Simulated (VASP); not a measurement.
# SnO in VASP: single point with PBE+D3(BJ)

Aim: the single point of SnO with PBE+D3(BJ).

Program: VASP 6.6.1. These are calculated values, not measurements. Logs are shortened: lines on timing, memory, paths and dates and some standing lists are left out, and cuts for length are marked.

## 1. The cell of the first run

The cell holds a slab with vacuum, 8 atoms: a = 3.820 Å, b = 3.820 Å, c = 22.226 Å, α = 90.00°, β = 90.00°, γ = 90.00°.

## 2. Single point, PBE+D3(BJ) (layers slid over each other)

The input, INCAR:

```
PREC = Accurate
ENCUT = 1000
EDIFF = 1E-6
ISMEAR = 0
SIGMA = 0.05
LREAL = F
LASPH = T
NELM = 120
ALGO = Normal
ISIF = 2
LWAVE = F
LCHARG = F
LDIPOL = T
IDIPOL = 3
DIPOL = 0.5 0.5 0.399
GGA = PE
IVDW = 12
NBANDS = 50
GGA_COMPAT = F
NELMDL = -8
```

The input, KPOINTS:

```
Automatic mesh
0
Gamma
  7 7 1
```

The input, POSCAR:

```
SnO
1.0
    3.8201630918      0.0000000000      0.0000000000
    0.0000000000      3.8201630918      0.0000000000
    0.0000000000      0.0000000000     22.2260821141
Sn O
4 4
Direct
    0.7500000000      0.2500000000      0.2024648328
    0.2500000000      0.7500000000      0.3087832134
    0.7500000000      1.2500000000      0.4887519537
    0.2500000000      1.7500000000      0.5950703343
    0.2500000000      0.2500000000      0.2556240231
    0.7500000000      0.7500000000      0.2556240231
    0.2500000000      1.2500000000      0.5419111440
    0.7500000000      1.7500000000      0.5419111440
```

Potentials or basis: VASP PAW PBE potentials, release 64 (Sn_d, O_h).

Started as:

```sh
$ cat potpaw_PBE.64/Sn_d/POTCAR potpaw_PBE.64/O_h/POTCAR > POTCAR
$ mpirun -np 1 vasp_std > vasp.out
```

OUTCAR:

```text
PREC = Accurate
   ENCUT = 1000
   EDIFF = 1E-6
   ISMEAR = 0
   LREAL = F
   LASPH = T
   NELM = 120
   ISIF = 2
   GGA = PE
   IVDW = 12
   NELMDL = -8
 IVDW          = 12

 ion  position               nearest neighbor table
   1  0.750  0.250  0.202-   5 2.25   6 2.25   6 2.25   5 2.25   2 3.59   2 3.59   2 3.59   2 3.59

   2  0.250  0.750  0.309-   5 2.25   6 2.25   5 2.25   6 2.25   1 3.59   1 3.59   1 3.59   1 3.59

   3  0.750  0.250  0.489-   7 2.25   8 2.25   8 2.25   7 2.25   4 3.59   4 3.59   4 3.59   4 3.59

   4  0.250  0.750  0.595-   7 2.25   8 2.25   7 2.25   8 2.25   3 3.59   3 3.59   3 3.59   3 3.59

   5  0.250  0.250  0.256-   1 2.25   2 2.25   2 2.25   1 2.25
   6  0.750  0.750  0.256-   1 2.25   2 2.25   1 2.25   2 2.25
   7  0.250  0.250  0.542-   3 2.25   3 2.25   4 2.25   4 2.25
   8  0.750  0.750  0.542-   3 2.25   3 2.25   4 2.25   4 2.25

  LATTYP: Found a simple tetragonal cell.
 ALAT       =     3.8201630918
 C/A-ratio  =     5.8180977042

  Lattice vectors:

 A1 = (   3.8201630918,   0.0000000000,   0.0000000000)
 A2 = (   0.0000000000,   3.8201630918,   0.0000000000)
 A3 = (   0.0000000000,   0.0000000000,  22.2260821141)

Analysis of symmetry for initial positions (statically):
=====================================================================
 Subroutine PRICEL returns:
 Original cell was already a primitive cell.

 Routine SETGRP: Setting up the symmetry group for a
 simple tetragonal supercell.

 Subroutine GETGRP returns: Found 16 space group operations
 (whereof  2 operations were pure point group operations)
 out of a pool of 16 trial point group operations.

The static configuration has the point symmetry C_1h.
 The point group associated with its full space group is D_4h.

Analysis of symmetry for dynamics (positions and initial velocities):
=====================================================================
 Subroutine PRICEL returns:
 Original cell was already a primitive cell.

 Routine SETGRP: Setting up the symmetry group for a
 simple tetragonal supercell.

 Subroutine GETGRP returns: Found 16 space group operations
 (whereof  2 operations were pure point group operations)
 out of a pool of 16 trial point group operations.

The dynamic configuration has the point symmetry C_1h.
 The point group associated with its full space group is D_4h.

 Subroutine INISYM returns: Found 16 space group operations
 (whereof  2 operations are pure point group operations),
 and found     1 'primitive' translations

----------------------------------------------------------------------------------------

                                     Primitive cell

  volume of cell :     324.3596

  direct lattice vectors                    reciprocal lattice vectors
     3.820163092  0.000000000  0.000000000     0.261768929  0.000000000  0.000000000
     0.000000000  3.820163092  0.000000000     0.000000000  0.261768929  0.000000000
     0.000000000  0.000000000 22.226082114     0.000000000  0.000000000  0.044992185

  length of vectors
     3.820163092  3.820163092 22.226082114     0.261768929  0.261768929  0.044992185

  position of ions in fractional coordinates (direct lattice)
     0.750000000  0.250000000  0.202464833
     0.250000000  0.750000000  0.308783213
     0.750000000  0.250000000  0.488751954
     0.250000000  0.750000000  0.595070334
     0.250000000  0.250000000  0.255624023
     0.750000000  0.750000000  0.255624023
     0.250000000  0.250000000  0.541911144
     0.750000000  0.750000000  0.541911144

  ion indices of the primitive-cell ions
   primitive index   ion index
                 1           1
                 2           2
                 3           3
                 4           4
                 5           5
                 6           6
                 7           7
                 8           8

----------------------------------------------------------------------------------------

 KPOINTS: Automatic mesh

Automatic generation of k-mesh.
 Grid dimensions read from file:
 generate k-points for:    7    7    1

 Generating k-lattice:

  Cartesian coordinates                     Fractional coordinates (reciprocal lattice)
     0.037395561  0.000000000  0.000000000     0.142857143  0.000000000  0.000000000
     0.000000000  0.037395561  0.000000000     0.000000000  0.142857143  0.000000000
     0.000000000  0.000000000  0.044992185     0.000000000  0.000000000  1.000000000

  Length of vectors
     0.037395561  0.037395561  0.044992185

  Shift w.r.t. Gamma in fractional coordinates (k-lattice)
     0.000000000  0.000000000  0.000000000

 Subroutine IBZKPT returns following result:
 ===========================================

 Found     10 irreducible k-points:

 Following reciprocal coordinates:
            Coordinates               Weight
  0.000000  0.000000  0.000000      1.000000
  0.142857  0.000000  0.000000      4.000000
  0.285714  0.000000  0.000000      4.000000
  0.428571  0.000000  0.000000      4.000000
  0.142857  0.142857  0.000000      4.000000
  0.285714  0.142857  0.000000      8.000000
  0.428571  0.142857  0.000000      8.000000
  0.285714  0.285714  0.000000      4.000000
  0.428571  0.285714  0.000000      8.000000
  0.428571  0.428571  0.000000      4.000000
   k-points           NKPTS =     10   k-points in BZ     NKDIM =     10   number of bands    NBANDS=     50
   number of dos      NEDOS =    301   number of ions     NIONS =      8
   total plane-waves  NPLWV = 384000
   dimension x,y,z NGX =    40 NGY =   40 NGZ =  240
   dimension x,y,z NGXF=    80 NGYF=   80 NGZF=  480
   ions per type =               4   4
   NGX,Y,Z   is equivalent  to a cutoff of  17.41, 17.41, 17.95 a.u.
   NGXF,Y,Z  is equivalent  to a cutoff of  34.81, 34.81, 35.90 a.u.
 SYSTEM =  unknown system
   PREC   = accura    normal or accurate (medium, high low for compatibility)
   ISTART =      0    job   : 0-new  1-cont  2-samecut
   ICHARG =      2    charge: 1-file 2-atom 10-const
   ISPIN  =      1    spin polarized calculation?
   LNONCOLLINEAR =      F non collinear calculations
   LSORBIT =      F    spin-orbit coupling
   LASPH  =      T    aspherical Exc in radial PAW
   ENCUT  = 1000.0 eV  73.50 Ry    8.57 a.u.   9.85  9.85 57.31*2*pi/ulx,y,z
   NELM   =    120;   NELMIN=  2; NELMDL= -8     # of ELM steps
   EDIFF  = 0.1E-05   stopping-criterion for ELM
   LREAL  =      F    real-space projection
   EDIFFG = 0.1E-04   stopping-criterion for IOM
   NSW    =      0    number of steps for IOM
   IBRION =     -1    ionic relax: 0-MD 1-quasi-New 2-CG
   NFREE  =      0    steps in history (QN), initial steepest desc. (CG)
   ISIF   =      2    stress and relaxation
   ISYM   =      2    0-nonsym 1-usesym 2-fastsym
   POTIM  = 0.5000    time-step for ionic-motion
   TEBEG  =    0.0;   TEEND  =   0.0 temperature during run
   PSTRESS=    0.0 pullay stress
   NELECT =      80.0000    total number of electrons
   NUPDOWN=      -1.0000    fix difference up-down
   EMIN   =  10.00;   EMAX   =-10.00  energy-range for DOS
   EFERMI =   0.00;   METHOD = LEGACY
   ISMEAR =     0;   SIGMA  =   0.05  broadening in eV -4-tet -1-fermi 0-gaus
   EFERMI_NEDOS =   21; number of points for ismear=-14 and -15
   IALGO  =     38    algorithm
   IMIX   =      4    mixing-type and parameters
     AMIX     =   0.40;   BMIX     =  1.00
     AMIX_MAG =   1.60;   BMIX_MAG =  1.00
  volume/ion in A,a.u.               =      40.54       273.61
  Fermi-wavevector in a.u.,A,eV,Ry     =   1.026666  1.940118 14.341131  1.054043
  Thomas-Fermi vector in A             =   2.160571
   LORBIT       =      0    0 simple, 1 ext, 2 COOP (PROOUT), +10 PAW based schemes
   GGA     = PE    functional components
   LHFCALC =     F    Hartree Fock is set to
   AEXX    =    0.0000 exact exchange contribution
   IVDW    =    12    specifies the selected vdW correction
   LEPSILON=     F    determine dielectric tensor
   LRPA    =     F    only Hartree local field effects (RPA)
 non-spin polarized calculation
 Gauss-broadening in eV      SIGMA  =   0.05
  energy-cutoff  :     1000.00
  volume of cell :      324.36
 maximum number of plane-waves:     23352
 NGX is ok and might be reduce to    40
   NGX = 19   NGY = 19   NGZ =115

 dipolmoment           0.000000      0.000000      0.000053 electrons x Angstroem

 number of electron      79.9999988 magnetization

 dipolmoment           0.000000      0.000000     -0.000001 electrons x Angstroem

 Free energy of the ion-electron system (eV)
  ---------------------------------------------------
  ext. energy  EPLUGINS =         0.00000000
  ---------------------------------------------------
  free energy    TOTEN  =       -45.23763783 eV

  energy without entropy =      -45.23763783  energy(sigma->0) =      -45.23763783

 E-fermi :   0.1272     XC(G=0):  -5.3080

 val. band max:       -0.1049778395   @ k =   0.1429   0.0000   0.0000
 cond. band min:       2.4328356961   @ k =   0.0000   0.0000   0.0000
 fundamental gap:      2.5378135356
 Fermi energy:         0.1271539694

 k-point     1 :       0.0000    0.0000    0.0000
  band No.  band energies     occupation
      1     -20.9717      2.00000
      2     -20.9715      2.00000
      3     -20.6115      2.00000
      4     -20.6113      2.00000
      5     -20.5735      2.00000
      6     -20.5735      2.00000
[... 42 lines left out ...]
     49       5.3450      0.00000
     50       5.3450      0.00000

 k-point     2 :       0.1429    0.0000    0.0000
  band No.  band energies     occupation
      1     -20.9627      2.00000
      2     -20.9626      2.00000
      3     -20.6121      2.00000
      4     -20.6119      2.00000
      5     -20.5752      2.00000
      6     -20.5748      2.00000
[... 416 lines left out ...]
 k-point    10 :       0.4286    0.4286    0.0000
  band No.  band energies     occupation
      1     -20.9124      2.00000
      2     -20.9118      2.00000
      3     -20.8985      2.00000
      4     -20.8979      2.00000
      5     -20.5782      2.00000
      6     -20.5781      2.00000
[... 42 lines left out ...]
     49       5.9602      0.00000
     50       6.1781      0.00000

------------------------ aborting loop because EDIFF is reached ----------------------------------------

 vacuum level on the upper side and lower side of the slab       (xc-potential included)        -0.132        -0.131

 Edisp (eV)   -1.25763

 E8    (eV) :    -0.5569

  FORCE on cell =-STRESS in cart. coord.  units (eV):
  Direction    XX          YY          ZZ          XY          YZ          ZX
  --------------------------------------------------------------------------------------
  -------------------------------------------------------------------------------------
  Total       0.17178     0.17178    -0.38708     0.00000     0.00000     0.00000
  in kB       0.84851     0.84851    -1.91197     0.00000     0.00000     0.00000
  external pressure =       -0.07 kB  Pullay stress =        0.00 kB

 VOLUME and BASIS-vectors are now :
 -----------------------------------------------------------------------------
  energy-cutoff  :     1000.00
  volume of cell :      324.36
      direct lattice vectors                 reciprocal lattice vectors
     3.820163092  0.000000000  0.000000000     0.261768929  0.000000000  0.000000000
     0.000000000  3.820163092  0.000000000     0.000000000  0.261768929  0.000000000
     0.000000000  0.000000000 22.226082114     0.000000000  0.000000000  0.044992185

 POSITION                                       TOTAL-FORCE (eV/Angst)
 -----------------------------------------------------------------------------------
      2.86512      0.95504      4.50000        -0.000000      0.000000     -0.066559
      0.95504      2.86512      6.86304         0.000000     -0.000000      0.187767
      2.86512      0.95504     10.86304        -0.000000      0.000000     -0.187767
      0.95504      2.86512     13.22608        -0.000000      0.000000      0.066559
      0.95504      0.95504      5.68152         0.000000      0.000000      0.015357
      2.86512      2.86512      5.68152         0.000000     -0.000000      0.015357
      0.95504      0.95504     12.04456         0.000000     -0.000000     -0.015357
      2.86512      2.86512     12.04456        -0.000000     -0.000000     -0.015357
 -----------------------------------------------------------------------------------
    total drift:                               -0.000000      0.000000     -0.000087

  FREE ENERGIE OF THE ION-ELECTRON SYSTEM (eV)
  ---------------------------------------------------
  free  energy   TOTEN  =       -46.4952712758 eV

  energy  without entropy=      -46.4952712758  energy(sigma->0) =      -46.49527128

 vacuum level on the upper side and lower side of the slab         4.899         4.901
```

Run time: 11 min. Hardware: 1 thread of Intel Xeon Platinum 8488C (Sapphire Rapids), shared host; peak memory 0.9 GiB.

Results:

```
Free energy                : -46.4953 eV
Largest force              : 0.188 eV/Å
Band gap on the k mesh     : 2.54 eV (least direct gap 2.55 eV)
Dispersion energy per atom : -0.157 eV
```

Forces in eV/Å, atoms in the order of the input:
```
Sn   0.000  0.000 -0.067
Sn   0.000  0.000  0.188
Sn   0.000  0.000 -0.188
Sn   0.000  0.000  0.067
O    0.000  0.000  0.015
O    0.000  0.000  0.015
O    0.000  0.000 -0.015
O    0.000  0.000 -0.015
```

Levels at points of the mesh, in eV from the valence-band top:
```tsv
k point	band 38	band 39	band 40	band 41	band 42	band 43
(0.00, 0.00, 0.00)	-1.96	-0.62	-0.02	2.54	2.85	2.86
```

Caveat: the cell differs from its parent crystal (layers slid over each other); spin-orbit coupling is left out, which moves the levels of the heavy elements.
